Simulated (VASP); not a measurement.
# C in VASP: single point with PBE

Aim: the single point of C with PBE.

All numbers are computed with VASP 6.6.1; they aren't measurements. Logs are shortened: lines on timing, memory, paths and dates and some standing lists are left out, and cuts for length are marked.

## (1) The cell of the first run

The cell holds a slab with vacuum, 32 atoms: a = 5.051 Å, b = 5.051 Å, c = 23.701 Å, α = 90.00°, β = 90.00°, γ = 120.00°.

## (2) Single point, PBE

Contents of INCAR:

```
ALGO = Normal
DIPOL = 0.5 0.5 0.562
EDIFF = 1E-6
ENCUT = 520
GGA = PE
IDIPOL = 3
ISIF = 2
ISMEAR = 0
LASPH = T
LCHARG = F
LDIPOL = T
LREAL = Auto
LWAVE = F
NBANDS = 86
NELM = 100
PREC = Accurate
SIGMA = 0.05
```

Contents of KPOINTS:

```
k-points
0
Gamma
  6 6 1
```

Contents of POSCAR:

```
C
1.0
    5.0508284732      0.0000000000      0.0000000000
   -2.5254142366      4.3741457679      0.0000000000
    0.0000000000      0.0000000000     23.7014742912
C
32
Direct
    0.6666666667      0.3333333333      0.3586274801
    0.6666666667      0.8333333333      0.3586274801
    0.1666666667      0.3333333333      0.3586274801
    0.1666666667      0.8333333333      0.3586274801
    0.5000000000      0.5000000000      0.3803770986
    0.5000000000      0.0000000000      0.3803770986
    0.0000000000      0.5000000000      0.3803770986
    0.0000000000      0.0000000000      0.3803770986
    0.0000000000      0.5000000000      0.4456259539
    0.0000000000      0.0000000000      0.4456259539
    0.5000000000      0.5000000000      0.4456259539
    0.5000000000      0.0000000000      0.4456259539
    0.8333333333      0.6666666667      0.4673755723
    0.8333333333      0.1666666667      0.4673755723
    0.3333333333      0.6666666667      0.4673755723
    0.3333333333      0.1666666667      0.4673755723
    0.3333333333      0.6666666667      0.6221879788
    0.3333333333      0.1666666667      0.6221879788
    0.8333333333      0.6666666667      0.6221879788
    0.8333333333      0.1666666667      0.6221879788
    0.1666666667      0.8333333333      0.6222359804
    0.1666666667      0.3333333333      0.6222359804
    0.6666666667      0.8333333333      0.6222359804
    0.6666666667      0.3333333333      0.6222359804
    0.6666666667      0.8333333333      0.8003372066
    0.6666666667      0.3333333333      0.8003372066
    0.1666666667      0.8333333333      0.8003372066
    0.1666666667      0.3333333333      0.8003372066
    0.5000000000      0.0000000000      0.8003230583
    0.5000000000      0.5000000000      0.8003230583
    0.0000000000      0.0000000000      0.8003230583
    0.0000000000      0.5000000000      0.8003230583
```

Potentials or basis: VASP PAW PBE potentials, release 64 (C).

Command:

```
$ cat potpaw_PBE.64/C/POTCAR > POTCAR
$ mpirun -np 1 vasp_std > vasp.out
```

OUTCAR:

```text
EDIFF = 1E-6
   ENCUT = 520
   GGA = PE
   ISIF = 2
   ISMEAR = 0
   LASPH = T
   LREAL = Auto
   NELM = 100
   PREC = Accurate

 ion  position               nearest neighbor table
   1  0.667  0.333  0.359-   6 1.55   7 1.55   5 1.55
   2  0.667  0.833  0.359-   5 1.55   8 1.55   6 1.55
   3  0.167  0.333  0.359-   8 1.55   5 1.55   7 1.55
   4  0.167  0.833  0.359-   7 1.55   6 1.55   8 1.55
   5  0.500  0.500  0.380-  11 1.55   2 1.55   3 1.55   1 1.55
   6  0.500  0.000  0.380-  12 1.55   1 1.55   4 1.55   2 1.55
   7  0.000  0.500  0.380-   9 1.55   4 1.55   1 1.55   3 1.55
   8  0.000  0.000  0.380-  10 1.55   3 1.55   2 1.55   4 1.55
   9  0.000  0.500  0.446-   7 1.55  14 1.55  15 1.55  13 1.55
  10  0.000  0.000  0.446-   8 1.55  13 1.55  16 1.55  14 1.55
  11  0.500  0.500  0.446-   5 1.55  16 1.55  13 1.55  15 1.55
  12  0.500  0.000  0.446-   6 1.55  15 1.55  14 1.55  16 1.55
  13  0.833  0.667  0.467-  10 1.55  11 1.55   9 1.55
  14  0.833  0.167  0.467-   9 1.55  12 1.55  10 1.55
  15  0.333  0.667  0.467-  12 1.55   9 1.55  11 1.55
  16  0.333  0.167  0.467-  11 1.55  10 1.55  12 1.55
  17  0.333  0.667  0.622-  21 1.46  22 1.46  23 1.46
[... 22 lines left out ...]
 A1 = (   5.0508284732,   0.0000000000,   0.0000000000)
 A2 = (  -2.5254142366,   4.3741457679,   0.0000000000)
 A3 = (   0.0000000000,   0.0000000000,  23.7014742912)

Analysis of symmetry for initial positions (statically):
=====================================================================
 Subroutine PRICEL returns following result:

  LATTYP: Found a hexagonal cell.
 ALAT       =     2.5254142366
 C/A-ratio  =     9.3851828139

  Lattice vectors:

 A1 = (   2.5254142366,   0.0000000000,   0.0000000000)
 A2 = (  -1.2627071183,   2.1870728839,   0.0000000000)
 A3 = (   0.0000000000,   0.0000000000,  23.7014742912)

   4 primitive cells build up your supercell.

 Routine SETGRP: Setting up the symmetry group for a
 hexagonal supercell.

 Subroutine GETGRP returns: Found  6 space group operations
 (whereof  6 operations were pure point group operations)
 out of a pool of 24 trial point group operations.

The static configuration has the point symmetry C_3v.

Analysis of symmetry for dynamics (positions and initial velocities):
=====================================================================
 Subroutine PRICEL returns following result:

  LATTYP: Found a hexagonal cell.
 ALAT       =     2.5254142366
 C/A-ratio  =     9.3851828139

  Lattice vectors:

 A1 = (   2.5254142366,   0.0000000000,   0.0000000000)
[... 119 lines left out ...]
   EMIN   =  10.00;   EMAX   =-10.00  energy-range for DOS
   EFERMI =   0.00;   METHOD = LEGACY
   ISMEAR =     0;   SIGMA  =   0.05  broadening in eV -4-tet -1-fermi 0-gaus
   EFERMI_NEDOS =   21; number of points for ismear=-14 and -15
   IALGO  =     38    algorithm
   IMIX   =      4    mixing-type and parameters
     AMIX     =   0.40;   BMIX     =  1.00
     AMIX_MAG =   1.60;   BMIX_MAG =  1.00
  volume/ion in A,a.u.               =      16.36       110.43
  Fermi-wavevector in a.u.,A,eV,Ry     =   1.023610  1.934342 14.255870  1.047777
  Thomas-Fermi vector in A             =   2.157352
   LORBIT       =      0    0 simple, 1 ext, 2 COOP (PROOUT), +10 PAW based schemes
   GGA     = PE    functional components
   LHFCALC =     F    Hartree Fock is set to
   AEXX    =    0.0000 exact exchange contribution
   IVDW    =     0    specifies the selected vdW correction
   LEPSILON=     F    determine dielectric tensor
   LRPA    =     F    only Hartree local field effects (RPA)
 non-spin polarized calculation
 Gauss-broadening in eV      SIGMA  =   0.05
  energy-cutoff  :      520.00
  volume of cell :      523.64
 maximum number of plane-waves:     14165
 NGX is ok and might be reduce to    40
   NGX = 19   NGY = 19   NGZ = 89

 dipolmoment           0.000000      0.000000      0.366073 electrons x Angstroem

 number of electron     127.9999997 magnetization

 dipolmoment           0.000000      0.000000     -0.150698 electrons x Angstroem

 Free energy of the ion-electron system (eV)
  ---------------------------------------------------
  ext. energy  EPLUGINS =         0.00000000
  ---------------------------------------------------
  free energy    TOTEN  =      -277.30581934 eV

  energy without entropy =     -277.29933078  energy(sigma->0) =     -277.30257506

 E-fermi :   0.0558     XC(G=0):  -6.0978

 val. band max:        0.0345900363   @ k =   0.3333   0.3333   0.0000
 cond. band min:       0.0665648227   @ k =   0.3333   0.3333   0.0000
 fundamental gap:      0.0319747864
 Fermi energy:         0.0558361600

 k-point     1 :       0.0000    0.0000    0.0000
  band No.  band energies     occupation
      1     -20.1483      2.00000
      2     -18.8876      2.00000
      3     -18.7910      2.00000
      4     -16.8128      2.00000
      5     -15.0510      2.00000
      6     -15.0510      2.00000
[... 542 lines left out ...]
     75       6.1330      0.00000
     76       6.1330      0.00000
 [bands above 76 left out]

------------------------ aborting loop because EDIFF is reached ----------------------------------------

 vacuum level on the upper side and lower side of the slab       (xc-potential included)        -0.762         0.499

  FORCE on cell =-STRESS in cart. coord.  units (eV):
  Direction    XX          YY          ZZ          XY          YZ          ZX
  --------------------------------------------------------------------------------------
  -------------------------------------------------------------------------------------
  Total      -33.0725669    -33.0725669     -2.1432859      0.0000000      0.0000000      0.0000000
  in kB     -101.1922501   -101.1922501     -6.5578195      0.0000000      0.0000000      0.0000000
  external PRESSURE =     -69.6474399 kB  Pullay stress =       0.0000000 kB

 VOLUME and BASIS-vectors are now :
 -----------------------------------------------------------------------------
  energy-cutoff  :      520.00
  volume of cell :      523.64
      direct lattice vectors                 reciprocal lattice vectors
     5.050828473  0.000000000  0.000000000     0.197987321  0.114308033  0.000000000
    -2.525414237  4.374145768  0.000000000     0.000000000  0.228616067  0.000000000
     0.000000000  0.000000000 23.701474291     0.000000000  0.000000000  0.042191468

 POSITION                                       TOTAL-FORCE (eV/Angst)
 -----------------------------------------------------------------------------------
      2.52541      1.45805      8.50000        -0.000000     -0.000000      4.161748
      1.26271      3.64512      8.50000        -0.000000     -0.000000      4.161748
      0.00000      1.45805      8.50000        -0.000000     -0.000000      4.161748
     -1.26271      3.64512      8.50000        -0.000000     -0.000000      4.161748
      1.26271      2.18707      9.01550        -0.000000     -0.000000     -6.589316
      2.52541      0.00000      9.01550         0.000000     -0.000000     -6.589316
[... 24 lines left out ...]
      0.00000      0.00000     18.96884         0.000000      0.000000      0.002775
     -1.26271      2.18707     18.96884         0.000000      0.000000      0.002775
 -----------------------------------------------------------------------------------
    total drift:                                0.000006     -0.000003      0.032746

  FREE ENERGIE OF THE ION-ELECTRON SYSTEM (eV)
  ---------------------------------------------------
  free  energy   TOTEN  =      -277.3058193365 eV

  energy  without entropy=     -277.2993307822  energy(sigma->0) =     -277.30257506

 vacuum level on the upper side and lower side of the slab         4.378         5.655
```

stdout:

```text
POSCAR found type information on POSCAR C
 POSCAR found :  1 types and      32 ions
 scaLAPACK will be used
 LDA part: xc-table for (Slater+PW92), standard interpolation
 POSCAR, INCAR and KPOINTS ok, starting setup
 FFT: planning ... GRIDC
 FFT: planning ... GRID_SOFT
 FFT: planning ... GRID
 WAVECAR not read
 entering main loop
```

It took 23 min on 1 thread of Oxide Virtual Turin-like, shared host; peak memory 0.61 GiB.

What came out:

```yaml
Free_energy: -277.3058 eV
Largest_force: 6.589 eV/Å
```

Forces in eV/Å, atoms in the order of the input:
```
C    0.000  0.000  4.162
C    0.000  0.000  4.162
C    0.000  0.000  4.162
C    0.000  0.000  4.162
C    0.000  0.000 -6.589
C    0.000  0.000 -6.589
C    0.000  0.000 -6.589
C    0.000  0.000 -6.589
C    0.000  0.000  6.488
C    0.000  0.000  6.488
C    0.000  0.000  6.488
C    0.000  0.000  6.488
C    0.000  0.000 -4.056
C    0.000  0.000 -4.056
C    0.000  0.000 -4.056
C    0.000  0.000 -4.056
C    0.000  0.000 -0.001
C    0.000  0.000 -0.001
C    0.000  0.000 -0.001
C    0.000  0.000 -0.001
C    0.000  0.000 -0.002
C    0.000  0.000 -0.002
C    0.000  0.000 -0.002
C    0.000  0.000 -0.002
C    0.000  0.000 -0.003
C    0.000  0.000 -0.003
C    0.000  0.000 -0.003
C    0.000  0.000 -0.003
C    0.000  0.000  0.003
C    0.000  0.000  0.003
C    0.000  0.000  0.003
C    0.000  0.000  0.003
```
